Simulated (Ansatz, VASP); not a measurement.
# Two plane-wave programs on NaF

The input INCAR:

```
  ALGO = Normal
  EDIFF = 1E-7
  ENCUT = 520
  GGA = PS
  ISIF = 2
  ISMEAR = 0
  LASPH = T
  LCHARG = F
  LREAL = F
  LWAVE = F
  NBANDS = 14
  NELM = 80
  PREC = Accurate
  SIGMA = 0.05
```

KPOINTS

```
k-points
0
Gamma
  8 8 8
```

Contents of POSCAR:

```
NaF
1.0
    0.0000000000      2.1927305400      2.3233000000
    2.4538694600      0.0000000000      2.3233000000
    2.4538694600      2.1927305400      0.0000000000
Na F
1 1
Direct
    0.0000000000      0.0000000000      0.0000000000
    0.5000000000      0.5000000000      0.5000000000
```

Input for Ansatz:

```yaml
crystal:
  lattice:
    - [0.0, 2.19273054, 2.3233]
    - [2.45386946, 0.0, 2.3233]
    - [2.45386946, 2.19273054, 0.0]
  atoms:
    - { symbol: Na, position: [0.0, 0.0, 0.0] }
    - { symbol: F, position: [0.5, 0.5, 0.5] }
basis:
  ecutwfc: 420
kpoints:
  mp_grid: { grid: [8, 8, 8] }
hamiltonian:
  xc: pbesol
scf:
  occupations: { method: gaussian, width: 0.05 }
output:
  forces: true
  stress: true
  eigenvalues: true
```

Change from the starting cell: strain +0.0562 x Voigt [1, -1, 0, 0, 0, 0], atoms carried along.

Alike in both runs: task single point; functional PBEsol; k mesh 8 × 8 × 8; occupations gaussian, width 0.05 eV; no spin polarisation.

```csv
,VASP,Ansatz
version,VASP 6.6.1,Ansatz 0.2.0
potentials or method,"VASP PAW PBE potentials, release 64 (Na_pv, F), cutoff 520 eV","scalar-relativistic, plane waves, PAW"
valence electrons in the cell,14,16
```

|  | VASP | Ansatz | Ansatz less VASP |
| --- | --- | --- | --- |
| gap on the k mesh at the Fermi level (eV) | 6.12 | 6.14 | +0.021 |
| least direct gap on the mesh (eV) | 6.12 | 6.14 | +0.021 |
| pressure (GPa) | 0.8 | 0.8 | -0.03 |
| traceless stress, the component that is largest in VASP (GPa) | 5.28 | 5.05 | -0.235 |

VASP's potentials were made for PBE, not for PBEsol. The functional is the same, so the differences come from potentials, cutoffs and numerics. VASP's potentials hold 14 valence electrons a cell and Ansatz's 16, so a difference there can come from the potentials and not from the codes.
